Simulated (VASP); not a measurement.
# Sc (Fd-3m) in VASP: notebook

The runs below take Sc through single point, with PBEsol.

All numbers are computed with VASP 6.6.1; they aren't measurements. Logs are shortened: lines on timing, memory, paths and dates and some standing lists are left out, and cuts for length are marked.

### 1 The cell of the first run

The structure is cubic, space group Fd-3m (No. 227). The conventional cell has a = 4.968 Å, b = 4.968 Å, c = 4.968 Å, α = 90.00°, β = 90.00°, γ = 90.00°. Sc (site symmetry -43m) has 4 Sc at 2.15 Å within 2.8 Å.

This isn't the form of Sc at room conditions, which is hcp.

### 2 Single point, PBEsol (15.33 Å³/atom)

INCAR

```
SYSTEM = Sc
ALGO = Normal
EDIFF = 1E-6
ENCUT = 520
GGA = PS
ISIF = 2
ISMEAR = -1
LASPH = .TRUE.
LCHARG = .FALSE.
LREAL = .FALSE.
LWAVE = .FALSE.
NBANDS = 18
NELM = 100
PREC = Accurate
SIGMA = 0.05
```

KPOINTS

```
k-points
0
G
  11 11 11
  0 0 0
```

POSCAR

```
Sc
1.0
    0.0000000000      2.4842144911      2.4842144911
    2.4842144911      0.0000000000      2.4842144911
    2.4842144911      2.4842144911      0.0000000000
Sc
2
Direct
   -0.1250000000     -0.1250000000     -0.1250000000
    0.1250000000      0.1250000000      0.1250000000
```

Potentials or basis: VASP PAW PBE potentials, release 64 (Sc_sv).

Started as:

```
$ cat potpaw_PBE.64/Sc_sv/POTCAR > POTCAR
$ mpirun -np 1 vasp_std > vasp.out
```

OUTCAR:

```text
SYSTEM = Sc
   EDIFF = 1E-6
   ENCUT = 520
   GGA = PS
   ISIF = 2
   ISMEAR = -1
   LASPH = .TRUE.
   LREAL = .FALSE.
   NELM = 100
   PREC = Accurate

 ion  position               nearest neighbor table
   1  0.875  0.875  0.875-   2 2.15   2 2.15   2 2.15   2 2.15
   2  0.125  0.125  0.125-   1 2.15   1 2.15   1 2.15   1 2.15

  LATTYP: Found a face centered cubic cell.
 ALAT       =     4.9684289822

  Lattice vectors:

 A1 = (   0.0000000000,   2.4842144911,   2.4842144911)
 A2 = (   2.4842144911,   0.0000000000,   2.4842144911)
 A3 = (   2.4842144911,   2.4842144911,   0.0000000000)

Analysis of symmetry for initial positions (statically):
=====================================================================
 Subroutine PRICEL returns:
 Original cell was already a primitive cell.

 Routine SETGRP: Setting up the symmetry group for a
 face centered cubic supercell.

 Subroutine GETGRP returns: Found 48 space group operations
 (whereof 12 operations were pure point group operations)
 out of a pool of 48 trial point group operations.

The static configuration has the point symmetry D_3d.
 The point group associated with its full space group is O_h .

Analysis of symmetry for dynamics (positions and initial velocities):
=====================================================================
 Subroutine PRICEL returns:
 Original cell was already a primitive cell.

 Routine SETGRP: Setting up the symmetry group for a
 face centered cubic supercell.

 Subroutine GETGRP returns: Found 48 space group operations
 (whereof 12 operations were pure point group operations)
 out of a pool of 48 trial point group operations.

The dynamic configuration has the point symmetry D_3d.
 The point group associated with its full space group is O_h .

 Subroutine INISYM returns: Found 48 space group operations
 (whereof 12 operations are pure point group operations),
 and found     1 'primitive' translations

----------------------------------------------------------------------------------------

                                     Primitive cell

  volume of cell :      30.6618

  direct lattice vectors                    reciprocal lattice vectors
     0.000000000  2.484214491  2.484214491    -0.201270865  0.201270865  0.201270865
     2.484214491  0.000000000  2.484214491     0.201270865 -0.201270865  0.201270865
     2.484214491  2.484214491  0.000000000     0.201270865  0.201270865 -0.201270865

  length of vectors
     3.513209825  3.513209825  3.513209825     0.348611365  0.348611365  0.348611365
[... 74 lines left out ...]
   ICHARG =      2    charge: 1-file 2-atom 10-const
   ISPIN  =      1    spin polarized calculation?
   LNONCOLLINEAR =      F non collinear calculations
   LSORBIT =      F    spin-orbit coupling
   LASPH  =      T    aspherical Exc in radial PAW
   ENCUT  =  520.0 eV  38.22 Ry    6.18 a.u.   6.53  6.53  6.53*2*pi/ulx,y,z
   NELM   =    100;   NELMIN=  2; NELMDL= -5     # of ELM steps
   EDIFF  = 0.1E-05   stopping-criterion for ELM
   LREAL  =      F    real-space projection
   EDIFFG = 0.1E-04   stopping-criterion for IOM
   NSW    =      0    number of steps for IOM
   IBRION =     -1    ionic relax: 0-MD 1-quasi-New 2-CG
   NFREE  =      0    steps in history (QN), initial steepest desc. (CG)
   ISIF   =      2    stress and relaxation
   ISYM   =      2    0-nonsym 1-usesym 2-fastsym
   POTIM  = 0.5000    time-step for ionic-motion
   TEBEG  =    0.0;   TEEND  =   0.0 temperature during run
   PSTRESS=    0.0 pullay stress
   NELECT =      22.0000    total number of electrons
   NUPDOWN=      -1.0000    fix difference up-down
   EMIN   =  10.00;   EMAX   =-10.00  energy-range for DOS
   EFERMI =   0.00;   METHOD = LEGACY
   ISMEAR =    -1;   SIGMA  =   0.05  broadening in eV -4-tet -1-fermi 0-gaus
   EFERMI_NEDOS =   21; number of points for ismear=-14 and -15
   IALGO  =     38    algorithm
   IMIX   =      4    mixing-type and parameters
     AMIX     =   0.40;   BMIX     =  1.00
     AMIX_MAG =   1.60;   BMIX_MAG =  1.00
  volume/ion in A,a.u.               =      15.33       103.46
  Fermi-wavevector in a.u.,A,eV,Ry     =   1.465604  2.769590 29.225247  2.147995
  Thomas-Fermi vector in A             =   2.581441
   LORBIT       =      0    0 simple, 1 ext, 2 COOP (PROOUT), +10 PAW based schemes
   GGA     = PS    functional components
   LHFCALC =     F    Hartree Fock is set to
   AEXX    =    0.0000 exact exchange contribution
   IVDW    =     0    specifies the selected vdW correction
   LEPSILON=     F    determine dielectric tensor
   LRPA    =     F    only Hartree local field effects (RPA)
 non-spin polarized calculation
  energy-cutoff  :      520.00
  volume of cell :       30.66
 maximum number of plane-waves:       869
 NGX is ok and might be reduce to    28
   NGX = 13   NGY = 13   NGZ = 13

 number of electron      22.0000004 magnetization

 Free energy of the ion-electron system (eV)
  ---------------------------------------------------
  ext. energy  EPLUGINS =         0.00000000
  ---------------------------------------------------
  free energy    TOTEN  =        -7.94057529 eV

  energy without entropy =       -7.92850650  energy(sigma->0) =       -7.93454090

 E-fermi :   6.9127     XC(G=0): -11.8799

 val. band max:        6.8807195778   @ k =   0.3636   0.0000   0.0000
 cond. band min:       6.9154833969   @ k =   0.4545   0.3636   0.0000
 fundamental gap:      0.0347638190
 Fermi energy:         6.9126962635

 k-point     1 :       0.0000    0.0000    0.0000
  band No.  band energies     occupation
      1     -43.3356      2.00000
      2     -40.6820      2.00000
      3     -22.2220      2.00000
      4     -22.2220      2.00000
      5     -22.2220      2.00000
      6     -19.8097      2.00000
[... 481 lines left out ...]
      5     -22.0665      2.00000
      6     -19.8559      2.00000
[... 10 lines left out ...]
     17      10.3694      0.00000
     18      12.9729      0.00000

 [... further k-points ...]
[... 5 lines left out ...]
  --------------------------------------------------------------------------------------
  -------------------------------------------------------------------------------------
  Total        5.3889708      5.3889708      5.3889708      0.0000000      0.0000000      0.0000000
  in kB      281.5912431    281.5912431    281.5912431      0.0000000      0.0000000      0.0000000
  external PRESSURE =     281.5912431 kB  Pullay stress =       0.0000000 kB

 VOLUME and BASIS-vectors are now :
 -----------------------------------------------------------------------------
  energy-cutoff  :      520.00
  volume of cell :       30.66
      direct lattice vectors                 reciprocal lattice vectors
     0.000000000  2.484214491  2.484214491    -0.201270865  0.201270865  0.201270865
     2.484214491  0.000000000  2.484214491     0.201270865 -0.201270865  0.201270865
     2.484214491  2.484214491  0.000000000     0.201270865  0.201270865 -0.201270865

 POSITION                                       TOTAL-FORCE (eV/Angst)
 -----------------------------------------------------------------------------------
      4.34738      4.34738      4.34738         0.000000      0.000000      0.000000
      0.62105      0.62105      0.62105        -0.000000     -0.000000     -0.000000
 -----------------------------------------------------------------------------------
    total drift:                                0.000000     -0.000000     -0.000000

  FREE ENERGIE OF THE ION-ELECTRON SYSTEM (eV)
  ---------------------------------------------------
  free  energy   TOTEN  =        -7.9405752919 eV

  energy  without entropy=       -7.9285065049  energy(sigma->0) =       -7.93454090
```

OSZICAR:

```text
N       E                     dE             d eps       ncg     rms          rms(c)
DAV:   1     0.328935515580E+03    0.32894E+03   -0.11399E+04  2056   0.144E+03
DAV:   2     0.764943229867E+01   -0.32129E+03   -0.31561E+03  2224   0.556E+02
DAV:   3    -0.782253524022E+01   -0.15472E+02   -0.14919E+02  3022   0.153E+02
DAV:   4    -0.812996220447E+01   -0.30743E+00   -0.30401E+00  2946   0.187E+01
DAV:   5    -0.813438362929E+01   -0.44214E-02   -0.44199E-02  3114   0.228E+00    0.224E+01
DAV:   6    -0.793036138683E+01    0.20402E+00   -0.64740E-01  2708   0.916E+00    0.112E+01
DAV:   7    -0.794063121497E+01   -0.10270E-01   -0.11474E-01  2694   0.350E+00    0.227E+00
DAV:   8    -0.794063728730E+01   -0.60723E-05   -0.18238E-02  2614   0.173E+00    0.493E-02
DAV:   9    -0.794058365510E+01    0.53632E-04   -0.52935E-04  3052   0.389E-01    0.156E-02
DAV:  10    -0.794057534664E+01    0.83085E-05   -0.23901E-05  2840   0.540E-02    0.103E-02
DAV:  11    -0.794057529189E+01    0.54752E-07   -0.30401E-07  1412   0.784E-03
   1 F= -.79405753E+01 E0= -.79345409E+01  d E =-.120688E-01
```

stdout:

```text
POSCAR found type information on POSCAR Sc
 POSCAR found :  1 types and       2 ions
 scaLAPACK will be used
 -----------------------------------------------------------------------------
|                                                                             |
|                                                                             |
|     You enforced a specific xc type in the INCAR file but a different       |
|     I HOPE YOU KNOW WHAT YOU ARE DOING!                                     |
|                                                                             |
 -----------------------------------------------------------------------------

 LDA part: xc-table for (Slater+PW92), standard interpolation
 POSCAR, INCAR and KPOINTS ok, starting setup
 FFT: planning ... GRIDC
 FFT: planning ... GRID_SOFT
 FFT: planning ... GRID
 WAVECAR not read
 entering main loop
```

Wall time 50 s (1 thread of Intel Xeon 8259CL, shared host); peak memory 0.17 GiB.

Results:

```yaml
Free_energy: -7.9406 eV
Pressure: 28.2 GPa
Band_gap_on_the_k_mesh: zero (bands 11 and 12 overlap by 1.05 eV)
```

Caveat: the cell stands under pressure; the PAW data sets were made with another functional, which shifts forces and pressure a little.

### 3 Single point, PBEsol (18.40 Å³/atom)

This run uses another cell than the first one, of 18.40 Å³/atom.

INCAR, as its differences from that of step 2:

```diff
@@ -2,3 +2,3 @@
 ALGO = Normal
-EDIFF = 1E-6
+EDIFF = 1E-7
 ENCUT = 520
@@ -12,3 +12,3 @@
 NBANDS = 18
-NELM = 100
+NELM = 60
 PREC = Accurate
```

KPOINTS is that of step 2.

POSCAR

```
Sc
1.0
    0.0000000000      2.6398718167      2.6398718167
    2.6398718167      0.0000000000      2.6398718167
    2.6398718167      2.6398718167      0.0000000000
Sc
2
Direct
   -0.1250000000     -0.1250000000     -0.1250000000
    0.1250000000      0.1250000000      0.1250000000
```

Potentials or basis: VASP PAW PBE potentials, release 64 (Sc_sv).

Started as:

```
$ cat potpaw_PBE.64/Sc_sv/POTCAR > POTCAR
$ mpirun -np 1 vasp_std > vasp.out
```

It took 57 s on 1 thread of Intel Xeon 8259CL, shared host; peak memory 0.17 GiB.

It converged, with:

```yaml
Free_energy: -8.6179 eV
Pressure: 10.4 GPa
Band_gap_on_the_k_mesh: zero (bands 11 and 12 overlap by 1.36 eV)
```

Levels at points of the mesh, in eV from the Fermi level:
| k point | band 9 | band 10 | band 11 | band 12 | band 13 | band 14 |
| --- | --- | --- | --- | --- | --- | --- |
| (0.00, 0.00, 0.00) | -5.02 | -0.96 | -0.96 | 0.38 | 0.38 | 0.38 |

Caveat: the cell stands under pressure; the PAW data sets were made with another functional, which shifts forces and pressure a little.

### 4 Single point, PBEsol (21.46 Å³/atom)

This run uses another cell than the first one, of 21.46 Å³/atom.

INCAR

```
SYSTEM = Sc
PREC     = Accurate       ! precision mode
ENCUT    = 520            ! plane-wave cutoff, eV
EDIFF    = 1E-6           ! SCF threshold, eV
ISMEAR   = -1             ! smearing method
SIGMA    = 0.05           ! smearing width, eV
LREAL    = .False.        ! projectors in reciprocal space
LASPH    = .True.         ! aspherical terms in the spheres
NELM     = 100            ! most SCF steps
ALGO     = Normal         ! electronic algorithm
ISIF     = 2              ! what is computed and relaxed
LWAVE    = .False.        ! write WAVECAR
LCHARG   = .True.         ! write CHGCAR
GGA      = PS             ! functional
LELF     = .True.         ! ELF
LVHAR    = .True.       
NBANDS   = 18             ! bands
```

KPOINTS

```
regular mesh
0
Gamma
  11 11 11
  0 0 0
```

POSCAR

```
Sc
1.0
    0.0000000000      2.7790632810      2.7790632810
    2.7790632810      0.0000000000      2.7790632810
    2.7790632810      2.7790632810      0.0000000000
Sc
2
Direct
   -0.1250000000     -0.1250000000     -0.1250000000
    0.1250000000      0.1250000000      0.1250000000
```

Started as:

```
$ cat potpaw_PBE.64/Sc_sv/POTCAR > POTCAR
$ mpirun -np 1 vasp_std > vasp.out
```

It took 73 s on 1 thread of Intel Xeon 8259CL, shared host; peak memory 0.19 GiB.

The run converged. Its results:

| Item | Value |
| --- | --- |
| Free energy | -8.8978 eV |
| Pressure | 5.2 GPa |
| Band gap on the k mesh | zero (bands 11 and 12 overlap by 1.13 eV) |

Levels at points of the mesh, in eV from the Fermi level:
```
           k point  band 7  band 8  band 9  band 10  band 11  band 12  band 13  band 14  band 15  band 16
(0.00, 0.00, 0.00)  -27.28  -27.28   -4.77    -0.57    -0.57     0.38     0.38     0.38     2.44     2.44
```

Caveat: the cell stands under pressure; the PAW data sets were made with another functional, which shifts forces and pressure a little.

### 5 The runs side by side

| cell | gap on the mesh (eV) | pressure (GPa) |
| --- | --- | --- |
| a = 3.513 Å, angles 60.0°, 2 atoms | none | 28.2 |
| a = 3.733 Å, angles 60.0°, 2 atoms | none | 10.4 |
| a = 3.930 Å, angles 60.0°, 2 atoms | none | 5.2 |

Alike in all rows: task single point; level PBEsol; potentials or basis VASP PAW PBE potentials, release 64 (Sc_sv); no spin polarisation; k mesh 11 × 11 × 11; cutoff (eV) 520; smearing fermi-dirac 0.05 eV.

Caveats: the cell stands under pressure; the PAW data sets were made with another functional, which shifts forces and pressure a little.

Absolute energies hang on the potentials; compare differences alone.
